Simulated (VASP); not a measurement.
Input of a VASP 6.6.1 run:

Contents of INCAR:

```
SYSTEM = C
ALGO = Normal
EDIFF = 1E-7
EDIFFG = -0.01
ENCUT = 600
GGA = PE
IBRION = 2
ISIF = 4
ISMEAR = 0
LASPH = .True.
LCHARG = .False.
LREAL = .False.
LWAVE = .False.
NELM = 60
NSW = 50
PREC = Accurate
SIGMA = 0.02
```

The input KPOINTS:

```
k-points
0
Gamma
  12 12 4
  0 0 0
```

Contents of POSCAR:

```
C
1.0
    2.4126554282      0.0000000000      0.0000000000
   -1.2063277141      2.0894208914      0.0000000000
    0.0000000000      0.0000000000      7.9602736864
C
8
Direct
    0.0000000000      0.0000000000      0.0929304083
    0.0000000000      0.0000000000      0.5929304083
    0.0000000000      0.0000000000      0.4070695917
    0.0000000000      0.0000000000      0.9070695917
    0.3333333333      0.6666666667      0.1556763538
    0.6666666667      0.3333333333      0.6556763538
    0.3333333333      0.6666666667      0.3443236462
    0.6666666667      0.3333333333      0.8443236462
```

Potentials or basis: VASP PAW PBE potentials, release 64 (C).

Launch:

```sh
$ cat potpaw_PBE.64/C/POTCAR > POTCAR
$ mpirun -np 1 vasp_std > vasp.out
```

**Question.** Estimate the band gap on the k mesh.

**Answer.** 4.83 eV, indirect (least direct gap 5.55 eV).

Forces in eV/Å, atoms in the order of the input:
```
C    0.000  0.000  0.005
C    0.000  0.000  0.005
C    0.000  0.000 -0.005
C    0.000  0.000 -0.005
C    0.000  0.000  0.001
C    0.000  0.000  0.001
C    0.000  0.000 -0.001
C    0.000  0.000 -0.001
```

 A k mesh can miss the band edges.
